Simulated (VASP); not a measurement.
# Ca (P6_3/mmc) in VASP: further runs, part 2 of 2

VASP 6.6.1.

### 3 Single point, r2SCAN

This run uses another cell than the first one, of the same volume but with other edges.

File POSCAR:

```
Ca
1.0
    3.8555421741      0.0000000000      0.0000000000
   -1.9277710870      3.3389974681      0.0000000000
    0.0000000000      0.0000000000      6.9477265837
Ca
2
Direct
    0.3333333333      0.6666666667      0.2500000000
    0.6666666667      0.3333333333      0.7500000000
```

File INCAR.step1:

```
  PREC = Accurate
  ENCUT = 520
  ISMEAR = 0
  SIGMA = 0.15
  LREAL = False
  LASPH = True
  NELM = 100
  NBANDS = 17
  GGA = PE
  ALGO = Normal
  EDIFF = 1E-4
  LWAVE = True
  LCHARG = False
```

File INCAR.step2:

```
  PREC = Accurate
  ENCUT = 520
  EDIFF = 1E-6
  ISMEAR = 0
  SIGMA = 0.15
  LREAL = False
  LASPH = True
  NELM = 100
  ALGO = Normal
  ISIF = 2
  LWAVE = False
  LCHARG = False
  METAGGA = R2SCAN
  LMIXTAU = True
  NBANDS = 17
  ISTART = 1
```

File KPOINTS:

```
Automatic mesh
0
Gamma
  15 15 8
```

Potentials or basis: VASP PAW PBE potentials, release 64 (Ca_sv).

Run with:

```sh
> cat potpaw_PBE.64/Ca_sv/POTCAR > POTCAR
> cp INCAR.step1 INCAR
> mpirun -np 1 vasp_std > vasp.out
> cp INCAR.step2 INCAR
> mpirun -np 1 vasp_std > vasp.out
```

OUTCAR:

```text
PREC = Accurate
   ENCUT = 520
   EDIFF = 1E-6
   ISMEAR = 0
   LREAL = False
   LASPH = True
   NELM = 100
   ISIF = 2
   METAGGA = R2SCAN
   ISTART = 1

 ion  position               nearest neighbor table
   1  0.333  0.667  0.250-
   2  0.667  0.333  0.750-

  LATTYP: Found a hexagonal cell.
 ALAT       =     3.8555421741
 C/A-ratio  =     1.8020102673

  Lattice vectors:

 A1 = (   3.8555421741,   0.0000000000,   0.0000000000)
 A2 = (  -1.9277710870,   3.3389974681,   0.0000000000)
 A3 = (   0.0000000000,   0.0000000000,   6.9477265837)

Analysis of symmetry for initial positions (statically):
=====================================================================
 Subroutine PRICEL returns:
 Original cell was already a primitive cell.

 Routine SETGRP: Setting up the symmetry group for a
 hexagonal supercell.

 Subroutine GETGRP returns: Found 24 space group operations
 (whereof 12 operations were pure point group operations)
 out of a pool of 24 trial point group operations.

The static configuration has the point symmetry D_3d.
 The point group associated with its full space group is D_6h.

Analysis of symmetry for dynamics (positions and initial velocities):
=====================================================================
 Subroutine PRICEL returns:
 Original cell was already a primitive cell.

 Routine SETGRP: Setting up the symmetry group for a
 hexagonal supercell.

 Subroutine GETGRP returns: Found 24 space group operations
 (whereof 12 operations were pure point group operations)
 out of a pool of 24 trial point group operations.

The dynamic configuration has the point symmetry D_3d.
 The point group associated with its full space group is D_6h.

 Subroutine INISYM returns: Found 24 space group operations
 (whereof 12 operations are pure point group operations),
 and found     1 'primitive' translations

[... 110 lines left out ...]
   EFERMI_NEDOS =   21; number of points for ismear=-14 and -15
   IALGO  =     38    algorithm
   IMIX   =      4    mixing-type and parameters
     AMIX     =   0.40;   BMIX     =  1.00
     AMIX_MAG =   1.60;   BMIX_MAG =  1.00
  volume/ion in A,a.u.               =      44.72       301.79
  Fermi-wavevector in a.u.,A,eV,Ry     =   0.993658  1.877741 13.433785  0.987355
  Thomas-Fermi vector in A             =   2.125555
   LORBIT       =      0    0 simple, 1 ext, 2 COOP (PROOUT), +10 PAW based schemes
   METAGGA = R2SCAN    functional components
   LHFCALC =     F    Hartree Fock is set to
   AEXX    =    0.0000 exact exchange contribution
   IVDW    =     0    specifies the selected vdW correction
   LEPSILON=     F    determine dielectric tensor
   LRPA    =     F    only Hartree local field effects (RPA)
 non-spin polarized calculation
 Gauss-broadening in eV      SIGMA  =   0.15
  energy-cutoff  :      520.00
  volume of cell :       89.44
 maximum number of plane-waves:      2438
 NGX is ok and might be reduce to    30

 number of electron      20.0000003 magnetization

 Free energy of the ion-electron system (eV)
  ---------------------------------------------------
  ext. energy  EPLUGINS =         0.00000000
  ---------------------------------------------------
  free energy    TOTEN  =       -14.00389290 eV

  energy without entropy =      -13.98118858  energy(sigma->0) =      -13.99254074

 E-fermi :   1.8344     XC(G=0):  -8.0307

 val. band max:        1.8273039495   @ k =   0.3333   0.3333   0.1250
 cond. band min:       1.8435331741   @ k =   0.2667   0.2667   0.2500
 fundamental gap:      0.0162292246
 Fermi energy:         1.8344180569

 k-point     1 :       0.0000    0.0000    0.0000
  band No.  band energies     occupation
      1     -42.1412      2.00000
      2     -42.1344      2.00000
      3     -22.2605      2.00000
      4     -22.1841      2.00000
      5     -22.1841      2.00000
      6     -22.1752      2.00000
[... 457 lines left out ...]
      4     -22.2854      2.00000
      5     -22.2437      2.00000
      6     -22.2298      2.00000
[... 9 lines left out ...]
     16       5.4500      0.00000
     17       5.7302      0.00000

 [... further k-points ...]

------------------------ aborting loop because EDIFF is reached ----------------------------------------

  FORCE on cell =-STRESS in cart. coord.  units (eV):
  Direction    XX          YY          ZZ          XY          YZ          ZX
  --------------------------------------------------------------------------------------
  -------------------------------------------------------------------------------------
  Total        0.3956061      0.3956061     -1.4871811      0.0000000     -0.0000000      0.0000000
  in kB        7.0864586      7.0864586    -26.6397508      0.0000000     -0.0000000      0.0000000
  external PRESSURE =      -4.1556112 kB  Pullay stress =       0.0000000 kB

 VOLUME and BASIS-vectors are now :
 -----------------------------------------------------------------------------
  energy-cutoff  :      520.00
  volume of cell :       89.44
      direct lattice vectors                 reciprocal lattice vectors
     3.855542174  0.000000000  0.000000000     0.259366894  0.149745546  0.000000000
    -1.927771087  3.338997468  0.000000000     0.000000000  0.299491093  0.000000000
     0.000000000  0.000000000  6.947726584     0.000000000  0.000000000  0.143931974

 POSITION                                       TOTAL-FORCE (eV/Angst)
 -----------------------------------------------------------------------------------
     -0.00000      2.22600      1.73693        -0.000000      0.000000      0.000000
      1.92777      1.11300      5.21079         0.000000     -0.000000      0.000000
 -----------------------------------------------------------------------------------
    total drift:                               -0.000000      0.000000     -0.000000

  FREE ENERGIE OF THE ION-ELECTRON SYSTEM (eV)
  ---------------------------------------------------
  free  energy   TOTEN  =       -14.0038928960 eV

  energy  without entropy=      -13.9811885773  energy(sigma->0) =      -13.99254074
```

It took 6.3 min on 1 thread of Intel Xeon 6975P-C (Granite Rapids), shared host; peak memory 0.33 GiB.

Results:

```
Free energy            : -14.0039 eV
Pressure               : -0.4 GPa
Band gap on the k mesh : zero (band 10 reaches 2.16 eV, above the bottom of band 11 at 1.08 eV)
```

Stress tensor (GPa, compression positive):
```
 0.71  0.00  0.00
 0.00  0.71  0.00
 0.00  0.00 -2.66
```

Caveat: the PAW data sets were made with another functional, which shifts forces and pressure a little.

### 4 Single point, r2SCAN

This run uses another cell than the first one, of the same volume but with other edges.

File POSCAR:

```
Ca
1.0
    4.0921707234      0.0000000000      0.0000000000
   -2.0460853617      3.5439238031      0.0000000000
    0.0000000000      0.0000000000      6.1674572423
Ca
2
Direct
    0.3333333333      0.6666666667      0.2500000000
    0.6666666667      0.3333333333      0.7500000000
```

File INCAR.step1:

```
SYSTEM = Ca
PREC = Accurate
ENCUT = 520
ISMEAR = 0
SIGMA = 0.15
LREAL = .False.
LASPH = .True.
NELM = 100
NBANDS = 17
GGA = PE
ALGO = Normal
EDIFF = 1E-4
LWAVE = .True.
LCHARG = .False.
```

File INCAR.step2:

```
SYSTEM = Ca
PREC = Accurate
ENCUT = 520
EDIFF = 1E-6
ISMEAR = 0
SIGMA = 0.15
LREAL = .False.
LASPH = .True.
NELM = 100
ALGO = Normal
ISIF = 2
LWAVE = .False.
LCHARG = .True.
METAGGA = R2SCAN
LMIXTAU = .True.
LELF = .True.
LVHAR = .True.
NBANDS = 17
ISTART = 1
```

File KPOINTS:

```
regular mesh
0
Gamma
  15 15 8
  0 0 0
```

Run with:

```sh
> cat potpaw_PBE.64/Ca_sv/POTCAR > POTCAR
> cp INCAR.step1 INCAR
> mpirun -np 1 vasp_std > vasp.out
> cp INCAR.step2 INCAR
> mpirun -np 1 vasp_std > vasp.out
```

Run time: 5.3 min. Hardware: 1 thread of Intel Xeon 6975P-C (Granite Rapids), shared host; peak memory 0.32 GiB.

Results (log left out):

| Quantity | Value |
| --- | --- |
| Free energy | -14.0216 eV |
| Pressure | -0.3 GPa |
| Band gap on the k mesh | zero (band 10 reaches 2.08 eV, above the bottom of band 11 at 1.43 eV) |

Stress tensor (GPa, compression positive):
```
-1.06  0.00  0.00
 0.00 -1.06  0.00
 0.00  0.00  1.16
```

Levels at points of the mesh, in eV from the Fermi level:
| k point | band 7 | band 8 | band 9 | band 10 | band 11 | band 12 | band 13 | band 14 |
| --- | --- | --- | --- | --- | --- | --- | --- | --- |
| (0.00, 0.00, 0.00) | -24.01 | -24.01 | -4.25 | -0.74 | -0.01 | 2.45 | 2.45 | 2.85 |
| (0.00, 0.00, 0.50) | -24.02 | -24.02 | -3.09 | -3.09 | 1.84 | 1.84 | 2.37 | 2.37 |

Caveat: the PAW data sets were made with another functional, which shifts forces and pressure a little.

### 5 Single point, r2SCAN

This run uses another cell than the first one, of the same volume but with other edges.

File POSCAR:

```
Ca
1.0
    4.2015549180      0.0000000000      0.0000000000
   -2.1007774590      3.6386532944      0.0000000000
    0.0000000000      0.0000000000      5.8505075779
Ca
2
Direct
    0.3333333333      0.6666666667      0.2500000000
    0.6666666667      0.3333333333      0.7500000000
```

INCAR.step1 is that of step 4.

File INCAR.step2:

```
SYSTEM = Ca
PREC = Accurate
ENCUT = 520
EDIFF = 1E-7
ISMEAR = 0
SIGMA = 0.15
LREAL = .False.
LASPH = .True.
NELM = 100
ALGO = Normal
ISIF = 2
LWAVE = .False.
LCHARG = .False.
METAGGA = R2SCAN
LMIXTAU = .True.
NBANDS = 17
ISTART = 1
```

KPOINTS is that of step 4.

Run with:

```sh
> cat potpaw_PBE.64/Ca_sv/POTCAR > POTCAR
> cp INCAR.step1 INCAR
> mpirun -np 1 vasp_std > vasp.out
> cp INCAR.step2 INCAR
> mpirun -np 1 vasp_std > vasp.out
```

Wall time 7 min (1 thread of Intel Xeon Platinum 8559C (Emerald Rapids), shared host); peak memory 0.34 GiB.

Results (log left out):

```yaml
Free_energy: -13.9341 eV
Pressure: -0.2 GPa
Band_gap_on_the_k_mesh: zero (band 10 reaches 2.00 eV, above the bottom of band 11 at 1.32 eV)
```

Stress tensor (GPa, compression positive):
```
-1.43  0.00  0.00
 0.00 -1.43  0.00
 0.00  0.00  2.31
```

Levels at points of the mesh, in eV from the Fermi level:
```tsv
k point	band 6	band 7	band 8	band 9	band 10	band 11	band 12	band 13	band 14	band 15
(0.00, 0.00, 0.00)	-23.99	-23.99	-23.99	-4.22	-0.52	0.46	2.35	2.35	2.81	2.81
(0.00, 0.00, 0.50)	-24.01	-24.01	-24.01	-2.93	-2.93	2.12	2.12	2.20	2.20	2.20
```

Caveat: the PAW data sets were made with another functional, which shifts forces and pressure a little.

### 6 The runs side by side

| cell | gap on the mesh (eV) | pressure (GPa) |
| --- | --- | --- |
| a = 3.745, b = 3.745, c = 7.363 Å, angles 90.0, 90.0, 120.0°, 2 atoms | none | 0.0 |
| a = 3.856, b = 3.856, c = 6.948 Å, angles 90.0, 90.0, 120.0°, 2 atoms | none | -0.4 |
| a = 4.092, b = 4.092, c = 6.167 Å, angles 90.0, 90.0, 120.0°, 2 atoms | none | -0.3 |
| a = 4.202, b = 4.202, c = 5.851 Å, angles 90.0, 90.0, 120.0°, 2 atoms | none | -0.2 |

Alike in all rows: task single point; level r2SCAN; potentials or basis VASP PAW PBE potentials, release 64 (Ca_sv); no spin polarisation; k mesh 15 × 15 × 8; cutoff (eV) 520; smearing gaussian 0.15 eV.

Caveats: the PAW data sets were made with another functional, which shifts forces and pressure a little.

Total energies depend on the potentials used, so only differences within one code and one set of settings carry meaning.
